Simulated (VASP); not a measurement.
# SnSe2 (P-3m1) in VASP: single point with PBE

Aim: the single point of SnSe2 with PBE.

All numbers are computed with VASP 6.6.1; they aren't measurements. Logs are shortened: lines on timing, memory, paths and dates and some standing lists are left out, and cuts for length are marked.

**1. The cell of the first run**

It takes space group P-3m1 (No. 164, trigonal). The conventional cell has a = 3.811 Å, b = 3.811 Å, c = 6.136 Å, α = 90.00°, β = 90.00°, γ = 120.00°. Within 3.5 Å of Sn (site symmetry -3m) lie 6 Se at 2.68 Å. Within 3.5 Å of Se (site symmetry 3m) lie 3 Sn at 2.68 Å.

**2. Single point, PBE**

Input file INCAR:

```
PREC     = Accurate       # precision mode
ENCUT    = 520            # plane-wave cutoff, eV
EDIFF    = 1E-7           # SCF threshold, eV
ISMEAR   = 0              # smearing method
SIGMA    = 0.05           # smearing width, eV
LREAL    = False          # projectors in reciprocal space
LASPH    = True           # aspherical terms in the spheres
NELM     = 80             # most SCF steps
ALGO     = Normal         # electronic algorithm
ISIF     = 2              # what is computed and relaxed
LWAVE    = False          # write WAVECAR
LCHARG   = False          # write CHGCAR
GGA      = PE             # functional
NBANDS   = 20             # bands
```

Input file KPOINTS:

```
regular mesh
0
Gamma
  12 12 8
```

Input file POSCAR:

```
SnSe2
1.0
    3.8110000000      0.0000000000      0.0000000000
   -1.9055000000      3.3004228100      0.0000000000
    0.0000000000      0.0000000000      6.1360000000
Sn Se
1 2
Direct
    0.0000000000      0.0000000000      0.0000000000
    0.3333333300      0.6666666700      0.2490000000
    0.6666666700      0.3333333300      0.7510000000
```

Potentials or basis: VASP PAW PBE potentials, release 64 (Sn_d, Se).

Command:

```sh
$ cat potpaw_PBE.64/Sn_d/POTCAR potpaw_PBE.64/Se/POTCAR > POTCAR
$ mpirun -np 1 vasp_std > vasp.out
```

OUTCAR:

```text
PREC = Accurate
   ENCUT = 520
   EDIFF = 1E-7
   ISMEAR = 0
   LREAL = False
   LASPH = True
   NELM = 80
   ISIF = 2
   GGA = PE

 ion  position               nearest neighbor table
   1  0.000  0.000  0.000-   2 2.68   3 2.68   2 2.68   3 2.68   3 2.68   2 2.68
   2  0.333  0.667  0.249-   1 2.68   1 2.68   1 2.68
   3  0.667  0.333  0.751-   1 2.68   1 2.68   1 2.68

  LATTYP: Found a hexagonal cell.
 ALAT       =     3.8110000000
 C/A-ratio  =     1.6100760955

  Lattice vectors:

 A1 = (   3.8110000000,   0.0000000000,   0.0000000000)
 A2 = (  -1.9055000000,   3.3004228100,   0.0000000000)
 A3 = (   0.0000000000,   0.0000000000,   6.1360000000)

Analysis of symmetry for initial positions (statically):
=====================================================================
 Subroutine PRICEL returns:
 Original cell was already a primitive cell.

 Routine SETGRP: Setting up the symmetry group for a
 hexagonal supercell.

 Subroutine GETGRP returns: Found 12 space group operations
 (whereof 12 operations were pure point group operations)
 out of a pool of 24 trial point group operations.

The static configuration has the point symmetry D_3d.

Analysis of symmetry for dynamics (positions and initial velocities):
=====================================================================
 Subroutine PRICEL returns:
 Original cell was already a primitive cell.

 Routine SETGRP: Setting up the symmetry group for a
 hexagonal supercell.

 Subroutine GETGRP returns: Found 12 space group operations
 (whereof 12 operations were pure point group operations)
 out of a pool of 24 trial point group operations.

The dynamic configuration has the point symmetry D_3d.

 Subroutine INISYM returns: Found 12 space group operations
 (whereof 12 operations are pure point group operations),
 and found     1 'primitive' translations

----------------------------------------------------------------------------------------

                                     Primitive cell

  volume of cell :      77.1781

  direct lattice vectors                    reciprocal lattice vectors
     3.811000000  0.000000000  0.000000000     0.262398321  0.151495741  0.000000000
    -1.905500000  3.300422810  0.000000000     0.000000000  0.302991482  0.000000000
     0.000000000  0.000000000  6.136000000     0.000000000  0.000000000  0.162972621

  length of vectors
     3.811000000  3.810999997  6.136000000     0.302991482  0.302991482  0.162972621

  position of ions in fractional coordinates (direct lattice)
     0.000000000  0.000000000  0.000000000
     0.333333330  0.666666670  0.249000000
     0.666666670  0.333333330  0.751000000

  ion indices of the primitive-cell ions
   primitive index   ion index
                 1           1
                 2           2
                 3           3

----------------------------------------------------------------------------------------

 KPOINTS: regular mesh

Automatic generation of k-mesh.
 Grid dimensions read from file:
 generate k-points for:   12   12    8

 Generating k-lattice:

  Cartesian coordinates                     Fractional coordinates (reciprocal lattice)
     0.021866527  0.012624645  0.000000000     0.083333333  0.000000000  0.000000000
     0.000000000  0.025249290  0.000000000     0.000000000  0.083333333  0.000000000
     0.000000000  0.000000000  0.020371578     0.000000000  0.000000000  0.125000000

  Length of vectors
     0.025249290  0.025249290  0.020371578

  Shift w.r.t. Gamma in fractional coordinates (k-lattice)
     0.000000000  0.000000000  0.000000000

 Subroutine IBZKPT returns following result:
 ===========================================

 Found    131 irreducible k-points:

 Following reciprocal coordinates:
            Coordinates               Weight
  0.000000  0.000000  0.000000      1.000000
  0.083333 -0.000000  0.000000      6.000000
  0.166667 -0.000000  0.000000      6.000000
  0.250000 -0.000000  0.000000      6.000000
  0.333333 -0.000000  0.000000      6.000000
  0.416667 -0.000000  0.000000      6.000000
[... 16 lines left out ...]
  0.166667 -0.000000  0.125000      6.000000
  0.000000  0.166667  0.125000      6.000000
 [... further k-points ...]
   k-points           NKPTS =    131   k-points in BZ     NKDIM =    131   number of bands    NBANDS=     20
   number of dos      NEDOS =    301   number of ions     NIONS =      3
   total plane-waves  NPLWV =  37632
   dimension x,y,z NGX =    28 NGY =   28 NGZ =   48
   dimension x,y,z NGXF=    56 NGYF=   56 NGZF=   96
   ions per type =               1   2
   NGX,Y,Z   is equivalent  to a cutoff of  12.21, 12.21, 13.00 a.u.
   NGXF,Y,Z  is equivalent  to a cutoff of  24.43, 24.43, 26.01 a.u.
 SYSTEM =  unknown system
   PREC   = accura    normal or accurate (medium, high low for compatibility)
   ISTART =      0    job   : 0-new  1-cont  2-samecut
   ICHARG =      2    charge: 1-file 2-atom 10-const
   ISPIN  =      1    spin polarized calculation?
   LNONCOLLINEAR =      F non collinear calculations
   LSORBIT =      F    spin-orbit coupling
   LASPH  =      T    aspherical Exc in radial PAW
   ENCUT  =  520.0 eV  38.22 Ry    6.18 a.u.   7.09  7.09 11.41*2*pi/ulx,y,z
   NELM   =     80;   NELMIN=  2; NELMDL= -5     # of ELM steps
   EDIFF  = 0.1E-06   stopping-criterion for ELM
   LREAL  =      F    real-space projection
   EDIFFG = 0.1E-05   stopping-criterion for IOM
   NSW    =      0    number of steps for IOM
   IBRION =     -1    ionic relax: 0-MD 1-quasi-New 2-CG
   NFREE  =      0    steps in history (QN), initial steepest desc. (CG)
   ISIF   =      2    stress and relaxation
   ISYM   =      2    0-nonsym 1-usesym 2-fastsym
   POTIM  = 0.5000    time-step for ionic-motion
   TEBEG  =    0.0;   TEEND  =   0.0 temperature during run
   PSTRESS=    0.0 pullay stress
   NELECT =      26.0000    total number of electrons
   NUPDOWN=      -1.0000    fix difference up-down
   EMIN   =  10.00;   EMAX   =-10.00  energy-range for DOS
   EFERMI =   0.00;   METHOD = LEGACY
   ISMEAR =     0;   SIGMA  =   0.05  broadening in eV -4-tet -1-fermi 0-gaus
   EFERMI_NEDOS =   21; number of points for ismear=-14 and -15
   IALGO  =     38    algorithm
   IMIX   =      4    mixing-type and parameters
     AMIX     =   0.40;   BMIX     =  1.00
     AMIX_MAG =   1.60;   BMIX_MAG =  1.00
  volume/ion in A,a.u.               =      25.73       173.61
  Fermi-wavevector in a.u.,A,eV,Ry     =   1.139116  2.152617 17.654722  1.297585
  Thomas-Fermi vector in A             =   2.275820
   LORBIT       =      0    0 simple, 1 ext, 2 COOP (PROOUT), +10 PAW based schemes
   GGA     = PE    functional components
   LHFCALC =     F    Hartree Fock is set to
   AEXX    =    0.0000 exact exchange contribution
   IVDW    =     0    specifies the selected vdW correction
   LEPSILON=     F    determine dielectric tensor
   LRPA    =     F    only Hartree local field effects (RPA)
 non-spin polarized calculation
 Gauss-broadening in eV      SIGMA  =   0.05
  energy-cutoff  :      520.00
  volume of cell :       77.18
 maximum number of plane-waves:      2109
   NGX = 15   NGY = 15   NGZ = 23

 number of electron      26.0000006 magnetization

 Free energy of the ion-electron system (eV)
  ---------------------------------------------------
  ext. energy  EPLUGINS =         0.00000000
  ---------------------------------------------------
  free energy    TOTEN  =       -11.74799356 eV

  energy without entropy =      -11.74799356  energy(sigma->0) =      -11.74799356

 E-fermi :   4.4614     XC(G=0):  -9.4546

 val. band max:        4.2102030522   @ k =   0.0833   0.0833   0.0000
 cond. band min:       4.9531591021   @ k =   0.0000   0.4167   0.3750
 fundamental gap:      0.7429560499
 Fermi energy:         4.4614032657

 k-point     1 :       0.0000    0.0000    0.0000
  band No.  band energies     occupation
      1     -17.0957      2.00000
      2     -17.0957      2.00000
      3     -17.0566      2.00000
      4     -17.0416      2.00000
      5     -17.0416      2.00000
      6      -9.8294      2.00000
[... 12 lines left out ...]
     19      13.1109      0.00000
     20      13.1109      0.00000

 k-point     2 :       0.0833   -0.0000    0.0000
  band No.  band energies     occupation
      1     -17.0993      2.00000
      2     -17.0933      2.00000
      3     -17.0546      2.00000
      4     -17.0432      2.00000
      5     -17.0411      2.00000
      6      -9.7594      2.00000
[... 12 lines left out ...]
     19      12.5707      0.00000
     20      13.1999      0.00000

 k-point     3 :       0.1667   -0.0000    0.0000
  band No.  band energies     occupation
      1     -17.1097      2.00000
      2     -17.0873      2.00000
      3     -17.0510      2.00000
      4     -17.0449      2.00000
      5     -17.0390      2.00000
      6      -9.5537      2.00000
[... 12 lines left out ...]
     19      12.4439      0.00000
     20      13.3765      0.00000

 k-point     4 :       0.2500   -0.0000    0.0000
  band No.  band energies     occupation
      1     -17.1250      2.00000
      2     -17.0812      2.00000
      3     -17.0548      2.00000
      4     -17.0374      2.00000
      5     -17.0339      2.00000
      6      -9.2271      2.00000
[... 12 lines left out ...]
     19      12.3722      0.00000
     20      13.7948      0.00000

 k-point     5 :       0.3333   -0.0000    0.0000
  band No.  band energies     occupation
      1     -17.1408      2.00000
      2     -17.0776      2.00000
      3     -17.0597      2.00000
      4     -17.0283      2.00000
      5     -17.0262      2.00000
      6      -8.8144      2.00000
[... 12 lines left out ...]
     19      13.1137      0.00000
     20      13.9709      0.00000
[... 353 lines left out ...]
      6      -9.7381      2.00000
[... 12 lines left out ...]
     19      12.5996      0.00000
     20      13.2389      0.00000

 k-point    22 :       0.0000    0.0833    0.1250
  band No.  band energies     occupation
      1     -17.0993      2.00000
      2     -17.0933      2.00000
      3     -17.0546      2.00000
      4     -17.0432      2.00000
      5     -17.0411      2.00000
      6      -9.7381      2.00000
[... 12 lines left out ...]
     19      12.4885      0.00000
     20      12.9990      0.00000

 k-point    23 :       0.1667   -0.0000    0.1250
  band No.  band energies     occupation
      1     -17.1097      2.00000
      2     -17.0873      2.00000
      3     -17.0510      2.00000
      4     -17.0449      2.00000
      5     -17.0390      2.00000
      6      -9.5329      2.00000
[... 12 lines left out ...]
     19      12.7993      0.00000
     20      13.0831      0.00000

 k-point    24 :       0.0000    0.1667    0.1250
  band No.  band energies     occupation
      1     -17.1097      2.00000
      2     -17.0873      2.00000
      3     -17.0510      2.00000
      4     -17.0449      2.00000
      5     -17.0390      2.00000
      6      -9.5326      2.00000
[... 12 lines left out ...]
     19      12.2539      0.00000
     20      13.1517      0.00000

 [... further k-points ...]

------------------------ aborting loop because EDIFF is reached ----------------------------------------

  FORCE on cell =-STRESS in cart. coord.  units (eV):
  Direction    XX          YY          ZZ          XY          YZ          ZX
  --------------------------------------------------------------------------------------
  -------------------------------------------------------------------------------------
  Total        2.4599603      2.4599603      3.1942255      0.0000000      0.0000000      0.0000000
  in kB       51.0675249     51.0675247     66.3104956      0.0000000      0.0000000      0.0000000
  external PRESSURE =      56.1485151 kB  Pullay stress =       0.0000000 kB

 VOLUME and BASIS-vectors are now :
 -----------------------------------------------------------------------------
  energy-cutoff  :      520.00
  volume of cell :       77.18
      direct lattice vectors                 reciprocal lattice vectors
     3.811000000  0.000000000  0.000000000     0.262398321  0.151495741  0.000000000
    -1.905500000  3.300422810  0.000000000     0.000000000  0.302991482  0.000000000
     0.000000000  0.000000000  6.136000000     0.000000000  0.000000000  0.162972621

 POSITION                                       TOTAL-FORCE (eV/Angst)
 -----------------------------------------------------------------------------------
      0.00000      0.00000      0.00000        -0.000000      0.000000     -0.000000
     -0.00000      2.20028      1.52786         0.000000     -0.000000      0.806460
      1.90550      1.10014      4.60814        -0.000000      0.000000     -0.806460
 -----------------------------------------------------------------------------------
    total drift:                               -0.000000     -0.000000      0.000000

  FREE ENERGIE OF THE ION-ELECTRON SYSTEM (eV)
  ---------------------------------------------------
  free  energy   TOTEN  =       -11.7479935613 eV

  energy  without entropy=      -11.7479935613  energy(sigma->0) =      -11.74799356
```

Wall time 2.1 min (1 thread of Intel Xeon Platinum 8259CL at 2.50GHz (Skylake/Cascade Lake), shared host); peak memory 0.32 GiB.

What came out:

| Quantity | Value |
| --- | --- |
| Free energy | -11.7480 eV |
| Pressure | 5.6 GPa |
| Largest force | 0.806 eV/Å |
| Band gap on the k mesh | 0.74 eV (least direct gap 1.09 eV) |

Forces on the atoms (eV/Å):
```
Sn   0.000  0.000  0.000
Se   0.000  0.000  0.806
Se   0.000  0.000 -0.806
```

Stress tensor (GPa, compression positive):
```
5.11 0.00 0.00
0.00 5.11 0.00
0.00 0.00 6.63
```

Levels at points of the mesh, in eV from the valence-band top:
```
           k point  band 10  band 11  band 12  band 13  band 14  band 15  band 16  band 17
(0.00, 0.00, 0.00)    -0.74    -0.43    -0.43    -0.04     1.05     2.90     4.60     4.60
(0.50, 0.00, 0.00)    -2.94    -2.72    -1.23    -0.35     1.11     3.76     5.41     5.45
(0.00, 0.00, 0.50)    -0.83    -0.83    -0.28    -0.28     2.41     2.88     4.33     4.33
(0.50, 0.00, 0.50)    -2.56    -2.03    -0.88    -0.73     0.83     4.22     4.81     5.80
```

Caveat: the cell stands under pressure; spin-orbit coupling is left out, which moves the levels of the heavy elements; this functional lacks dispersion, which binds the layers, so the pressure and a relaxed spacing across them are unreliable. A k mesh can miss the band edges.
